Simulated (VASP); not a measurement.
# NiO (Fm-3m) in VASP: a series of runs

The runs below take NiO through single point, with LDA+U.

All numbers are computed with VASP 6.6.1; they aren't measurements. Logs are shortened: lines on timing, memory, paths and dates and some standing lists are left out, and cuts for length are marked.

### 1 The cell of the first run

Symmetry: Fm-3m, No. 225, cubic system. The conventional cell has a = 4.183 Å, b = 4.183 Å, c = 4.183 Å, α = 90.00°, β = 90.00°, γ = 90.00°. Ni (site symmetry m-3m) has 6 O at 2.09 Å within 2.8 Å. O (site symmetry m-3m) has 6 Ni at 2.09 Å within 2.8 Å.

### 2 Single point, LDA+U, collinear spin, ferromagnetic start

The input, INCAR:

```
SYSTEM = NiO
PREC = Accurate ; ENCUT = 700
EDIFF = 1E-6 ; ISMEAR = 0
SIGMA = 0.05 ; LREAL = .FALSE.
LASPH = .TRUE. ; NELM = 200
ALGO = Normal ; ISIF = 2
LWAVE = .FALSE. ; LCHARG = .FALSE.
ISPIN = 2 ; MAGMOM = 1.5 1.5 0.09 0.09
LORBIT = 11 ; NUPDOWN = 3.0
LMAXMIX = 4 ; LDAU = .TRUE.
LDAUTYPE = 1 ; LDAUL = 2 -1
LDAUU = 5 0 ; LDAUJ = 0.9 0
LDAUPRINT = 1 ; NBANDS = 36
GGA_COMPAT = .FALSE.
```

The input, KPOINTS:

```
Automatic mesh
0
G
  8 8 8
  0 0 0
```

The input, POSCAR:

```
NiO
1.0
    0.0000000000      2.0913095100      2.0913095100
    2.0913095100      0.0000000000      2.0913095100
    4.1826190200      4.1826190200      0.0000000000
Ni O
2 2
Direct
    0.0000000000      0.0000000000      0.0000000000
    0.0000000000      0.0000000000      0.5000000000
    0.5000000000      0.5000000000      0.2500000000
    0.5000000000      0.5000000000      0.7500000000
```

Potentials or basis: VASP PAW LDA potentials, release 64 (Ni_sv_GW, O).

On the command line:

```console
$ cat potpaw_LDA.64/Ni_sv_GW/POTCAR potpaw_LDA.64/O/POTCAR > POTCAR
$ mpirun -np 1 vasp_std > vasp.out
```

OUTCAR:

```text
SYSTEM = NiO
   PREC = Accurate
   ENCUT = 700
   EDIFF = 1E-6
   ISMEAR = 0
   LREAL = .FALSE.
   LASPH = .TRUE.
   NELM = 200
   ISIF = 2
   ISPIN = 2
   LORBIT = 11
   NUPDOWN = 3.0

 ion  position               nearest neighbor table
   1  0.000  0.000  0.000-   4 2.09   3 2.09   4 2.09   3 2.09   4 2.09   3 2.09
   2  0.000  0.000  0.500-   3 2.09   3 2.09   4 2.09   3 2.09   4 2.09   4 2.09
   3  0.500  0.500  0.250-   1 2.09   1 2.09   2 2.09   1 2.09   2 2.09   2 2.09
   4  0.500  0.500  0.750-   2 2.09   1 2.09   2 2.09   1 2.09   2 2.09   1 2.09

  LATTYP: Found a trigonal (rhomboedric) cell.
 ALAT       =     5.1226411937
 COS(alpha) =     0.8333333333

  Lattice vectors:

 A1 = (   4.1826190200,   2.0913095100,  -2.0913095100)
 A2 = (   2.0913095100,   2.0913095100,  -4.1826190200)
 A3 = (   2.0913095100,   4.1826190200,  -2.0913095100)

Analysis of symmetry for initial positions (statically):
=====================================================================
 Subroutine PRICEL returns following result:

  LATTYP: Found a face centered cubic cell.
 ALAT       =     4.1826190200
[... 12 lines left out ...]
 Subroutine GETGRP returns: Found 12 space group operations
 (whereof 12 operations were pure point group operations)
 out of a pool of 12 trial point group operations.

The static configuration has the point symmetry D_3d.

Analysis of symmetry for dynamics (positions and initial velocities):
=====================================================================
 Subroutine PRICEL returns following result:

  LATTYP: Found a face centered cubic cell.
 ALAT       =     4.1826190200
[... 12 lines left out ...]
 Subroutine GETGRP returns: Found 12 space group operations
 (whereof 12 operations were pure point group operations)
 out of a pool of 12 trial point group operations.

The dynamic configuration has the point symmetry D_3d.

Analysis of structural, dynamic, and magnetic symmetry:
=====================================================================
 Subroutine PRICEL returns following result:

  LATTYP: Found a face centered cubic cell.
 ALAT       =     4.1826190200
[... 12 lines left out ...]
 Subroutine GETGRP returns: Found 12 space group operations
 (whereof 12 operations were pure point group operations)
 out of a pool of 12 trial point group operations.

The overall configuration has the point symmetry D_3d.

 Subroutine INISYM returns: Found 12 space group operations
 (whereof 12 operations are pure point group operations),
 and found     2 'primitive' translations

----------------------------------------------------------------------------------------

                                     Primitive cell

  volume of cell :      18.2930

  direct lattice vectors                    reciprocal lattice vectors
     0.000000000  2.091309510  2.091309510    -0.239084649  0.239084649  0.239084649
     2.091309510  0.000000000  2.091309510     0.239084649 -0.239084649  0.239084649
     2.091309510  2.091309510  0.000000000     0.239084649  0.239084649 -0.239084649

  length of vectors
     2.957558272  2.957558272  2.957558272     0.414106759  0.414106759  0.414106759

  position of ions in fractional coordinates (direct lattice)
     0.000000000  0.000000000  0.000000000
     0.500000000  0.500000000  0.500000000

  ion indices of the primitive-cell ions
   primitive index   ion index
                 1           1
                 2           3

----------------------------------------------------------------------------------------

 KPOINTS: Automatic mesh

Automatic generation of k-mesh.
 Grid dimensions read from file:
 generate k-points for:    8    8    8

 Generating k-lattice:

  Cartesian coordinates                     Fractional coordinates (reciprocal lattice)
    -0.029885581  0.029885581  0.029885581     0.125000000  0.000000000  0.000000000
     0.029885581 -0.029885581  0.029885581     0.000000000  0.125000000  0.000000000
[... 81 lines left out ...]
  Thomas-Fermi vector in A             =   2.854603
   LORBIT       =     11    0 simple, 1 ext, 2 COOP (PROOUT), +10 PAW based schemes
 LDA+U is selected, type is set to LDAUTYPE =  1
   angular momentum for each species LDAUL =     2   -1
   U (eV)           for each species LDAUU =   5.0  0.0
   J (eV)           for each species LDAUJ =   0.9  0.0
   GGA     = CA    functional components
   LHFCALC =     F    Hartree Fock is set to
   AEXX    =    0.0000 exact exchange contribution
   IVDW    =     0    specifies the selected vdW correction
   LEPSILON=     F    determine dielectric tensor
   LRPA    =     F    only Hartree local field effects (RPA)
 spin polarized calculation
 Gauss-broadening in eV      SIGMA  =   0.05
  energy-cutoff  :      700.00
  volume of cell :       36.59
 maximum number of plane-waves:      1558
 NGX is ok and might be reduce to    28
   NGX = 13   NGY = 13   NGZ = 25

atom =   1  type =  1  l = 2

 onsite density matrix

spin component  1

  0.9249  0.0003  0.0000  0.0003 -0.0000
  0.0003  0.9249  0.0000 -0.0003 -0.0000
  0.0000  0.0000  0.9154  0.0000 -0.0000
  0.0003 -0.0003  0.0000  0.9249  0.0000
 -0.0000 -0.0000 -0.0000  0.0000  0.9154

spin component  2

  0.9214 -0.0000 -0.0001 -0.0000  0.0000
 -0.0000  0.9214 -0.0001  0.0000  0.0001
 -0.0001 -0.0001  0.2320 -0.0001 -0.0000
 -0.0000  0.0000 -0.0001  0.9214 -0.0001
  0.0000  0.0001 -0.0000 -0.0001  0.2320

 occupancies and eigenvectors

  o =  0.2320  v =  0.0000  0.0000  0.0000  0.0000  0.0000 -0.0002 -0.0001 -0.9998 -0.0001  0.0174      0.0000  0.0000  0.0000  0.0000  0.0000  0.0000  0.0000  0.0000  0.0000  0.0000
  o =  0.2320  v =  0.0000  0.0000  0.0000  0.0000  0.0000  0.0000 -0.0001  0.0174  0.0001  0.9998      0.0000  0.0000  0.0000  0.0000  0.0000  0.0000  0.0000  0.0000  0.0000  0.0000
  o =  0.9154  v =  0.0033  0.0016 -0.9999  0.0017 -0.0136  0.0000  0.0000  0.0000  0.0000  0.0000      0.0000  0.0000  0.0000  0.0000  0.0000  0.0000  0.0000  0.0000  0.0000  0.0000
  o =  0.9154  v =  0.0000  0.0029 -0.0136 -0.0029  0.9999  0.0000  0.0000  0.0000  0.0000  0.0000      0.0000  0.0000  0.0000  0.0000  0.0000  0.0000  0.0000  0.0000  0.0000  0.0000
  o =  0.9214  v =  0.0000  0.0000  0.0000  0.0000  0.0000  0.0032 -0.7055 -0.0000  0.7087 -0.0002      0.0000  0.0000  0.0000  0.0000  0.0000  0.0000  0.0000  0.0000  0.0000  0.0000
  o =  0.9214  v =  0.0000  0.0000  0.0000  0.0000  0.0000  0.8165  0.4110 -0.0002  0.4055  0.0000      0.0000  0.0000  0.0000  0.0000  0.0000  0.0000  0.0000  0.0000  0.0000  0.0000
  o =  0.9214  v =  0.0000  0.0000  0.0000  0.0000  0.0000 -0.5774  0.5774  0.0000  0.5774  0.0000      0.0000  0.0000  0.0000  0.0000  0.0000  0.0000  0.0000  0.0000  0.0000  0.0000
  o =  0.9244  v =  0.5774 -0.5774 -0.0000 -0.5774 -0.0000  0.0000  0.0000  0.0000  0.0000  0.0000      0.0000  0.0000  0.0000  0.0000  0.0000  0.0000  0.0000  0.0000  0.0000  0.0000
  o =  0.9252  v =  0.0741 -0.6671  0.0004  0.7412  0.0041  0.0000  0.0000  0.0000  0.0000  0.0000      0.0000  0.0000  0.0000  0.0000  0.0000  0.0000  0.0000  0.0000  0.0000  0.0000
  o =  0.9252  v =  0.8131  0.4707  0.0041  0.3424 -0.0004  0.0000  0.0000  0.0000  0.0000  0.0000      0.0000  0.0000  0.0000  0.0000  0.0000  0.0000  0.0000  0.0000  0.0000  0.0000

atom =   2  type =  1  l = 2

 onsite density matrix

spin component  1

  0.9249  0.0003  0.0000  0.0003 -0.0000
  0.0003  0.9249  0.0000 -0.0003 -0.0000
  0.0000  0.0000  0.9154  0.0000 -0.0000
  0.0003 -0.0003  0.0000  0.9249  0.0000
 -0.0000 -0.0000 -0.0000  0.0000  0.9154

spin component  2

  0.9214 -0.0000 -0.0001 -0.0000  0.0000
 -0.0000  0.9214 -0.0001  0.0000  0.0001
 -0.0001 -0.0001  0.2320 -0.0001 -0.0000
 -0.0000  0.0000 -0.0001  0.9214 -0.0001
  0.0000  0.0001 -0.0000 -0.0001  0.2320

 occupancies and eigenvectors

  o =  0.2320  v =  0.0000  0.0000  0.0000  0.0000  0.0000  0.0000 -0.0001  0.0773  0.0001  0.9970      0.0000  0.0000  0.0000  0.0000  0.0000  0.0000  0.0000  0.0000  0.0000  0.0000
  o =  0.2320  v =  0.0000  0.0000  0.0000  0.0000  0.0000 -0.0002 -0.0001 -0.9970 -0.0001  0.0773      0.0000  0.0000  0.0000  0.0000  0.0000  0.0000  0.0000  0.0000  0.0000  0.0000
  o =  0.9154  v =  0.0032  0.0024 -0.9566  0.0008  0.2915  0.0000  0.0000  0.0000  0.0000  0.0000      0.0000  0.0000  0.0000  0.0000  0.0000  0.0000  0.0000  0.0000  0.0000  0.0000
  o =  0.9154  v = -0.0010  0.0023  0.2915 -0.0033  0.9566  0.0000  0.0000  0.0000  0.0000  0.0000      0.0000  0.0000  0.0000  0.0000  0.0000  0.0000  0.0000  0.0000  0.0000  0.0000
  o =  0.9214  v =  0.0000  0.0000  0.0000  0.0000  0.0000  0.3024 -0.5056 -0.0001  0.8080 -0.0002      0.0000  0.0000  0.0000  0.0000  0.0000  0.0000  0.0000  0.0000  0.0000  0.0000
  o =  0.9214  v =  0.0000  0.0000  0.0000  0.0000  0.0000  0.7584  0.6411 -0.0002  0.1173  0.0001      0.0000  0.0000  0.0000  0.0000  0.0000  0.0000  0.0000  0.0000  0.0000  0.0000
  o =  0.9214  v =  0.0000  0.0000  0.0000  0.0000  0.0000 -0.5774  0.5774  0.0000  0.5774  0.0000      0.0000  0.0000  0.0000  0.0000  0.0000  0.0000  0.0000  0.0000  0.0000  0.0000
  o =  0.9244  v =  0.5774 -0.5774  0.0000 -0.5774 -0.0000  0.0000  0.0000  0.0000  0.0000  0.0000      0.0000  0.0000  0.0000  0.0000  0.0000  0.0000  0.0000  0.0000  0.0000  0.0000
  o =  0.9252  v =  0.7475  0.0893  0.0038  0.6582  0.0016  0.0000  0.0000  0.0000  0.0000  0.0000      0.0000  0.0000  0.0000  0.0000  0.0000  0.0000  0.0000  0.0000  0.0000  0.0000
  o =  0.9252  v = -0.3285 -0.8116 -0.0016  0.4831  0.0038  0.0000  0.0000  0.0000  0.0000  0.0000      0.0000  0.0000  0.0000  0.0000  0.0000  0.0000  0.0000  0.0000  0.0000  0.0000

 number of electron      47.9999997 magnetization       2.9999999

 Free energy of the ion-electron system (eV)
  ---------------------------------------------------
  ext. energy  EPLUGINS =         0.00000000
  ---------------------------------------------------
  free energy    TOTEN  =       -24.23761423 eV

  energy without entropy =      -24.23431450  energy(sigma->0) =      -24.23596437

 E-fermi :   7.7323     XC(G=0): -13.5429

 val. band max:        7.7068390767   @ k =  -0.2500  -0.3750   0.1250
 cond. band min:       5.7673400301   @ k =  -0.3750   0.0000   0.1250
 fundamental gap:     -1.9394990466
 Fermi energy:         5.7160155731

 spin component 1

 k-point     1 :       0.0000    0.0000    0.0000
  band No.  band energies     occupation
      1     -96.3160      1.00000
      2     -96.3137      1.00000
      3     -57.3367      1.00000
      4     -57.3096      1.00000
      5     -57.3096      1.00000
      6     -57.3048      1.00000
[... 1865 lines left out ...]
     35      23.2998      0.00000
     36      28.1532      0.00000

 [... further k-points ...]

------------------------ aborting loop because EDIFF is reached ----------------------------------------

  FORCE on cell =-STRESS in cart. coord.  units (eV):
  Direction    XX          YY          ZZ          XY          YZ          ZX
  --------------------------------------------------------------------------------------
  -------------------------------------------------------------------------------------
  Total       -3.2169337     -3.2169337     -3.2169337      0.0053686     -0.0053686     -0.0053686
  in kB     -140.8762459   -140.8762459   -140.8762459      0.2351037     -0.2351037     -0.2351037
  external PRESSURE =    -140.8762459 kB  Pullay stress =       0.0000000 kB

 VOLUME and BASIS-vectors are now :
 -----------------------------------------------------------------------------
  energy-cutoff  :      700.00
  volume of cell :       36.59
      direct lattice vectors                 reciprocal lattice vectors
     0.000000000  2.091309510  2.091309510    -0.239084649  0.239084649  0.239084649
     2.091309510  0.000000000  2.091309510     0.239084649 -0.239084649  0.239084649
     4.182619020  4.182619020  0.000000000     0.119542324  0.119542324 -0.119542324

 POSITION                                       TOTAL-FORCE (eV/Angst)
 -----------------------------------------------------------------------------------
      0.00000      0.00000      0.00000         0.000000      0.000000     -0.000000
      2.09131      2.09131      0.00000        -0.000000     -0.000000      0.000000
      2.09131      2.09131      2.09131         0.000000      0.000000      0.000000
      4.18262      4.18262      2.09131         0.000000     -0.000000     -0.000000
 -----------------------------------------------------------------------------------
    total drift:                                0.000000      0.000000      0.000000

  FREE ENERGIE OF THE ION-ELECTRON SYSTEM (eV)
  ---------------------------------------------------
  free  energy   TOTEN  =       -24.2376142295 eV

  energy  without entropy=      -24.2343145041  energy(sigma->0) =      -24.23596437

 total charge

# of ion       s       p       d       f       tot
--------------------------------------------------
    1        2.155   6.218   7.806   0.010  16.188
    2        2.155   6.218   7.806   0.010  16.188
    3        1.540   3.408   0.000   0.000   4.948
    4        1.540   3.408   0.000   0.000   4.948
--------------------------------------------------
tot          7.389  19.252  15.612   0.019  42.271

 magnetization (x)

# of ion       s       p       d       f       tot
--------------------------------------------------
    1        0.008   0.012   1.375   0.001   1.395
    2        0.008   0.012   1.375   0.001   1.395
    3        0.022   0.058   0.000   0.000   0.080
    4        0.022   0.058   0.000   0.000   0.080
--------------------------------------------------
tot          0.059   0.139   2.751   0.001   2.951
```

Wall time 7.5 min (1 thread of Intel Xeon Platinum 8259CL at 2.50GHz (Skylake/Cascade Lake), shared host); peak memory 0.32 GiB.

What came out:

```
Free energy                                           : -24.2376 eV
Pressure                                              : -14.1 GPa
Net moment                                            : 3.00 μB per cell
Site moments                                          : Ni +1.40; O +0.08 μB
Valence electrons inside the program's atomic spheres : Ni 16.19; O 4.95
```

Eigenvalues of the final occupation matrices:
```csv
site,spin,trace,eigenvalues
site 1 d,1,4.61,0.92 0.92 0.92 0.93 0.93
site 1 d,2,3.23,0.23 0.23 0.92 0.92 0.92
site 2 d,1,4.61,0.92 0.92 0.92 0.93 0.93
site 2 d,2,3.23,0.23 0.23 0.92 0.92 0.92
```

Caveat: the cell stands under tension; the total moment is fixed, so each spin has its own Fermi level and the state may be an excited one. The state reached can hang on the start; a lower one may exist.

### 3 Single point, LDA+U, collinear spin, ferromagnetic start

The input, INCAR:

```
  ALGO = Normal
  EDIFF = 1E-6
  ENCUT = 700
  GGA = CA
  GGA_COMPAT = False
  ISIF = 2
  ISMEAR = 0
  ISPIN = 2
  LASPH = True
  LCHARG = True
  LDAU = True
  LDAUJ = 0.9 0
  LDAUL = 2 -1
  LDAUPRINT = 1
  LDAUTYPE = 1
  LDAUU = 5 0
  LELF = True
  LMAXMIX = 4
  LORBIT = 11
  LREAL = False
  LVHAR = True
  LWAVE = False
  MAGMOM = 1.83 1.83 0.29 0.29
  NBANDS = 36
  NELM = 200
  PREC = Accurate
  SIGMA = 0.05
```

The input, KPOINTS:

```
k-points
0
Gamma
  8 8 8
```

POSCAR is that of step 2.

Potentials or basis: VASP PAW LDA potentials, release 64 (Ni_sv_GW, O).

On the command line:

```console
$ cat potpaw_LDA.64/Ni_sv_GW/POTCAR potpaw_LDA.64/O/POTCAR > POTCAR
$ mpirun -np 1 vasp_std > vasp.out
```

It took 6.5 min on 1 thread of AMD EPYC 7R13 (Zen 3), shared host; peak memory 0.29 GiB.

Results (log left out):

- Free energy: -25.1409 eV
- Pressure: -9.8 GPa
- Band gap on the k mesh: 1.28 eV
- Net moment: 4.00 μB per cell
- Site moments: Ni +1.72; O +0.23 μB
- Valence electrons inside the program's atomic spheres: Ni 16.13; O 4.99

Levels at points of the mesh, in eV from the valence-band top:
Spin up:
| k point | band 22 | band 23 | band 24 | band 25 | band 26 | band 27 | band 28 | band 29 | band 30 | band 31 |
| --- | --- | --- | --- | --- | --- | --- | --- | --- | --- | --- |
| (0.00, 0.00, 0.00) | -2.11 | -2.11 | -2.11 | 0.00 | 0.00 | 2.08 | 5.97 | 10.43 | 14.18 | 14.18 |
| (0.50, 0.00, 0.00) | -2.82 | -2.82 | -2.28 | 0.00 | 0.00 | 5.97 | 6.32 | 10.43 | 11.08 | 12.09 |
| (0.00, 0.00, 0.50) | -2.65 | -0.88 | -0.88 | -0.88 | -0.88 | 4.81 | 4.81 | 12.34 | 12.34 | 16.37 |
| (0.50, 0.00, 0.50) | -2.46 | -1.81 | -1.81 | -1.37 | -1.37 | 7.83 | 7.83 | 10.05 | 10.05 | 11.86 |
Spin down:
```
           k point  band 18  band 19  band 20  band 21  band 22  band 23  band 24  band 25  band 26  band 27
(0.00, 0.00, 0.00)    -1.87    -1.67    -1.67    -1.67    -1.56     1.28     1.28     2.45     3.90     3.90
(0.50, 0.00, 0.00)    -2.06    -2.06    -1.87    -1.87    -1.56     1.75     2.30     3.90     3.90     6.21
(0.00, 0.00, 0.50)    -2.06    -2.06    -2.06    -2.00    -2.00     2.73     2.73     2.73     2.73     5.20
(0.50, 0.00, 0.50)    -2.40    -1.90    -1.90    -1.74    -1.74     2.77     2.77     2.79     2.79     8.31
```

Eigenvalues of the final occupation matrices:
```
    site  spin  trace               eigenvalues
site 1 d     1   4.73  0.93 0.93 0.93 0.97 0.97
site 1 d     2   3.03  0.13 0.13 0.92 0.92 0.92
site 2 d     1   4.73  0.93 0.93 0.93 0.97 0.97
site 2 d     2   3.03  0.13 0.13 0.92 0.92 0.92
```

Caveat: the cell stands under tension. A k mesh can miss the band edges.
